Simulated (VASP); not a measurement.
Wanted: the native input for a VASP 6.6.1 run.

| Quantity | Value |
| --- | --- |
| Task | single point |
| Functional | PBEsol |
| Potentials or basis | VASP PAW PBE potentials, release 64 (Cu, Cl) |
| Cutoff | 520 eV |
| k mesh | 8 × 8 × 8 |
| Occupations | fermi-dirac, width 0.05 eV |
| Spin | no spin polarisation |
| Dipole correction | no |
| Further INCAR settings | ALGO = Normal; EDIFF = 1e-06; NBANDS = 20 |

The structure of CuCl2 lies in POSCAR:

```
CuCl2
1.0
   -2.2548590000      2.2548590000      6.8599030000
    2.2548590000     -2.2548590000      6.8599030000
    2.2548590000      2.2548590000     -6.8599030000
Cu Cl
1 2
Direct
    0.0000000000      0.0000000000      0.0000000000
    0.0000000000      0.5000000000      0.5000000000
    0.5000000000      0.0000000000      0.5000000000
```

One way to write it, as run:

INCAR

```
SYSTEM = CuCl2
ALGO = Normal
EDIFF = 1E-6
ENCUT = 520
GGA = PS
ISIF = 2
ISMEAR = -1
LASPH = .True.
LCHARG = .False.
LREAL = .False.
LWAVE = .False.
NBANDS = 20
NELM = 60
PREC = Accurate
SIGMA = 0.05
```

KPOINTS

```
k-points
0
Gamma
  8 8 8
  0 0 0
```

Potentials or basis: VASP PAW PBE potentials, release 64 (Cu, Cl).

Command:

```sh
$ cat potpaw_PBE.64/Cu/POTCAR potpaw_PBE.64/Cl/POTCAR > POTCAR
$ mpirun -np 1 vasp_std > vasp.out
```

Results of the run:

* Pressure: -0.8 GPa
* Band gap on the k mesh: zero (an odd number of electrons rules out a gap without spin polarisation)

Caveat: the PAW data sets were made with another functional, which shifts forces and pressure a little; an odd number of electrons without spin polarisation forces a metal; a magnetic or distorted state may lie lower.

Wall time 3.5 min on 1 thread of Intel(R) Xeon(R) 6975P-C (Granite Rapids) (shared host), peak memory 0.49 GiB.
